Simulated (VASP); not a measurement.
# W (I4/mmm) in VASP: further runs, part 2 of 2

VASP 6.6.1.

## 5. Single point, r2SCAN (uniaxial strain along a: +3.0 %)

The input, POSCAR:

```
W
1.0
    3.2634531025      0.0000000000      0.0000000000
    0.0000000000      3.1446380624      0.0000000000
    0.0000000000      0.0000000000      3.1446380624
W
2
Direct
    0.0000000000      0.0000000000      0.0000000000
    0.5000000000      0.5000000000      0.5000000000
```

The input, INCAR.step1:

```
ALGO     = Normal         # electronic algorithm
EDIFF    = 1E-4           # SCF threshold, eV
ENCUT    = 520            # plane-wave cutoff, eV
GGA      = PE             # functional
ISMEAR   = 0              # smearing method
LASPH    = True           # aspherical terms in the spheres
LCHARG   = False          # write CHGCAR
LREAL    = False          # projectors in reciprocal space
LWAVE    = True           # write WAVECAR
NBANDS   = 21             # bands
NELM     = 80             # most SCF steps
PREC     = Accurate       # precision mode
SIGMA    = 0.1            # smearing width, eV
```

The input, INCAR.step2:

```
ALGO     = Normal         # electronic algorithm
EDIFF    = 1E-6           # SCF threshold, eV
ENCUT    = 520            # plane-wave cutoff, eV
ISIF     = 2              # what is computed and relaxed
ISMEAR   = 0              # smearing method
ISTART   = 1            
LASPH    = True           # aspherical terms in the spheres
LCHARG   = False          # write CHGCAR
LMIXTAU  = True         
LREAL    = False          # projectors in reciprocal space
LWAVE    = False          # write WAVECAR
METAGGA  = R2SCAN         # meta-GGA
NBANDS   = 21             # bands
NELM     = 80             # most SCF steps
PREC     = Accurate       # precision mode
SIGMA    = 0.1            # smearing width, eV
```

The input, KPOINTS:

```
k-points
0
Gamma
  16 16 16
```

Potentials or basis: VASP PAW PBE potentials, release 64 (W_sv).

Run with:

```console
$ cat potpaw_PBE.64/W_sv/POTCAR > POTCAR
$ cp INCAR.step1 INCAR
$ mpirun -np 1 vasp_std > vasp.out
$ cp INCAR.step2 INCAR
$ mpirun -np 1 vasp_std > vasp.out
```

OUTCAR:

```text
EDIFF = 1E-6
   ENCUT = 520
   ISIF = 2
   ISMEAR = 0
   ISTART = 1
   LASPH = True
   LREAL = False
   METAGGA = R2SCAN
   NELM = 80
   PREC = Accurate

 ion  position               nearest neighbor table
   1  0.000  0.000  0.000-   2 2.76   2 2.76   2 2.76   2 2.76   2 2.76   2 2.76   2 2.76   2 2.76

   2  0.500  0.500  0.500-   1 2.76   1 2.76   1 2.76   1 2.76   1 2.76   1 2.76   1 2.76   1 2.76

  LATTYP: Found a simple tetragonal cell.
 ALAT       =     3.1446380624
 C/A-ratio  =     1.0377833753

  Lattice vectors:

 A1 = (   0.0000000000,   3.1446380624,   0.0000000000)
 A2 = (   0.0000000000,   0.0000000000,   3.1446380624)
 A3 = (   3.2634531025,   0.0000000000,   0.0000000000)

Analysis of symmetry for initial positions (statically):
=====================================================================
 Subroutine PRICEL returns following result:

  LATTYP: Found a body centered tetragonal cell.
 ALAT       =     3.1446380624
 C/A-ratio  =     1.0377833753

  Lattice vectors:

 A1 = (  -1.6317265513,   1.5723190312,   1.5723190312)
 A2 = (  -1.6317265513,  -1.5723190312,  -1.5723190312)
[... 172 lines left out ...]
 number of electron      28.0000006 magnetization

 Free energy of the ion-electron system (eV)
  ---------------------------------------------------
  ext. energy  EPLUGINS =         0.00000000
  ---------------------------------------------------
  free energy    TOTEN  =      -102.67257594 eV

  energy without entropy =     -102.66814446  energy(sigma->0) =     -102.67036020

 E-fermi :  11.0547     XC(G=0): -14.8450

 val. band max:       11.0442415372   @ k =   0.0625   0.3125   0.0000
 cond. band min:      11.0575309529   @ k =   0.3125   0.2500   0.0000
 fundamental gap:      0.0132894157
 Fermi energy:        11.0547054210

 k-point     1 :       0.0000    0.0000    0.0000
  band No.  band energies     occupation
      1     -65.1064      2.00000
      2     -64.8636      2.00000
      3     -28.9666      2.00000
      4     -28.8608      2.00000
      5     -28.8608      2.00000
      6     -28.0002      2.00000
[... 565 lines left out ...]
     20      16.0081      0.00000
     21      24.2410      0.00000

 [... further k-points ...]
[... 5 lines left out ...]
  --------------------------------------------------------------------------------------
  -------------------------------------------------------------------------------------
  Total       -2.1303690      0.1649183      0.1649183     -0.0000000      0.0000000      0.0000000
  in kB     -105.7661521      8.1876776      8.1876776     -0.0000000      0.0000000      0.0000000
  external PRESSURE =     -29.7969323 kB  Pullay stress =       0.0000000 kB

 VOLUME and BASIS-vectors are now :
 -----------------------------------------------------------------------------
  energy-cutoff  :      520.00
  volume of cell :       32.27
      direct lattice vectors                 reciprocal lattice vectors
     3.263453103  0.000000000  0.000000000     0.306423892  0.000000000  0.000000000
     0.000000000  3.144638062  0.000000000     0.000000000  0.318001621  0.000000000
     0.000000000  0.000000000  3.144638062     0.000000000  0.000000000  0.318001621

 POSITION                                       TOTAL-FORCE (eV/Angst)
 -----------------------------------------------------------------------------------
      0.00000      0.00000      0.00000         0.000000      0.000000     -0.000000
      1.63173      1.57232      1.57232        -0.000000     -0.000000      0.000000
 -----------------------------------------------------------------------------------
    total drift:                                0.000000      0.000000     -0.000000

  FREE ENERGIE OF THE ION-ELECTRON SYSTEM (eV)
  ---------------------------------------------------
  free  energy   TOTEN  =      -102.6725759395 eV

  energy  without entropy=     -102.6681444566  energy(sigma->0) =     -102.67036020
```

OUTCAR.step1:

```text
EDIFF = 1E-4
   ENCUT = 520
   GGA = PE
   ISMEAR = 0
   LASPH = True
[... 818 lines left out ...]
 -----------------------------------------------------------------------------------
      0.00000      0.00000      0.00000         0.000000      0.000000      0.000000
      1.63173      1.57232      1.57232        -0.000000     -0.000000     -0.000000
 -----------------------------------------------------------------------------------
    total drift:                                0.000000      0.000000     -0.000000

  FREE ENERGIE OF THE ION-ELECTRON SYSTEM (eV)
  ---------------------------------------------------
  free  energy   TOTEN  =       -25.8821498137 eV

  energy  without entropy=      -25.8766910001  energy(sigma->0) =      -25.87942041
```

OSZICAR.step1:

```text
N       E                     dE             d eps       ncg     rms          rms(c)
DAV:   1     0.267666317578E+03    0.26767E+03   -0.15764E+04 17058   0.155E+03
DAV:   2    -0.182770353389E+02   -0.28594E+03   -0.27808E+03 18538   0.455E+02
DAV:   3    -0.270661392841E+02   -0.87891E+01   -0.86023E+01 19284   0.785E+01
DAV:   4    -0.271489231543E+02   -0.82784E-01   -0.82720E-01 18484   0.806E+00
DAV:   5    -0.271497506070E+02   -0.82745E-03   -0.82745E-03 19303   0.838E-01    0.286E+01
DAV:   6    -0.261476001042E+02    0.10022E+01   -0.12200E+00 18995   0.108E+01    0.113E+01
DAV:   7    -0.258903581201E+02    0.25724E+00   -0.66109E-01 19426   0.731E+00    0.904E-01
DAV:   8    -0.258822298221E+02    0.81283E-02   -0.11799E-02 17425   0.113E+00    0.130E-01
DAV:   9    -0.258821498137E+02    0.80008E-04   -0.42009E-04 19400   0.184E-01
   1 F= -.25882150E+02 E0= -.25879420E+02  d E =-.545881E-02
```

Wall time 8.9 min (1 thread of Oxide Virtual Turin-like, shared host); peak memory 0.28 GiB.

What came out:

```
Free energy            : -102.6726 eV
Pressure               : -3.0 GPa
Band gap on the k mesh : zero (band 14 reaches 11.71 eV, above the bottom of band 15 at 10.36 eV)
```

Stress tensor (GPa, compression positive):
```
-10.58   0.00   0.00
  0.00   0.82   0.00
  0.00   0.00   0.82
```

Levels at points of the mesh, in eV from the Fermi level:
```tsv
k point	band 12	band 13	band 14	band 15	band 16	band 17
(0.00, 0.00, 0.00)	-1.43	-1.43	-0.92	2.15	2.82	5.09
(0.50, 0.00, 0.00)	-2.85	-0.40	-0.40	-0.40	-0.40	1.55
(0.00, 0.50, 0.00)	-2.69	-0.89	-0.89	-0.50	-0.50	1.29
(0.50, 0.50, 0.00)	-3.50	0.35	0.35	2.01	2.01	3.35
(0.00, 0.50, 0.50)	-4.02	0.65	0.65	2.77	2.77	3.57
(0.50, 0.50, 0.50)	-3.09	-3.09	-3.09	3.31	3.31	3.71
```

Caveat: the cell differs from its parent crystal (uniaxial strain along a: +3.0 %); the PAW data sets were made with another functional, which shifts forces and pressure a little; spin-orbit coupling is left out, which moves the levels of the heavy elements.

## 6. The runs side by side

```csv
cell,gap on the mesh (eV),pressure (GPa)
"a = 3.137, b = 3.176, c = 3.176 Å, 2 atoms",none,3.1
"a = 3.137, b = 3.179, c = 3.179 Å, 2 atoms",none,2.6
"a = 3.263, b = 3.143, c = 3.143 Å, 2 atoms",none,-2.7
"a = 3.263, b = 3.145, c = 3.145 Å, 2 atoms",none,-3.0
```

Alike in all rows: task single point; level r2SCAN; potentials or basis VASP PAW PBE potentials, release 64 (W_sv); no spin polarisation; k mesh 16 × 16 × 16; cutoff (eV) 520; smearing gaussian 0.1 eV.

Caveats: the PAW data sets were made with another functional, which shifts forces and pressure a little; spin-orbit coupling is left out, which moves the levels of the heavy elements.

Absolute energies hang on the potentials; compare differences alone.
